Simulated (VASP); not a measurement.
Crystal: Zn.

```
Zn
1.0
     2.65564    0.00000    0.00000
    -1.32782    2.29985    0.00000
     0.00000    0.00000    4.96246
Zn
2
Direct
  0.33333 0.66667 0.25000
  0.66667 0.33333 0.75000
```

Base run:

| Property | Result |
| --- | --- |
| Program | VASP 6.6.1 |
| Functional | PBE |
| Potentials or basis | VASP PAW PBE potentials, release 64 (Zn) |
| Cutoff | 520 eV |
| k mesh | 14 × 14 × 7 |
| Occupations | fermi-dirac, width 0.1 eV |
| Spin | no spin polarisation |

Its results: band gap on the k mesh zero (band 12 reaches 4.59 eV, above the bottom of band 13 at 0.02 eV); pressure 0.5 GPa.

Problem. After a change of settings the same cell gave: band gap on the k mesh zero (band 12 reaches 0.98 eV, above the bottom of band 13 at 0.02 eV); pressure 4.9 GPa. Which change was it?
A. k mesh from 14 × 14 × 7 to 2 × 2 × 1
B. occupations from fermi-dirac, width 0.1 eV to fermi-dirac, width 0.6 eV
C. k mesh from 14 × 14 × 7 to 8 × 8 × 4
D. k mesh from 14 × 14 × 7 to 11 × 11 × 5

Solution. A.

Caveats: some runs use coarse meshes.
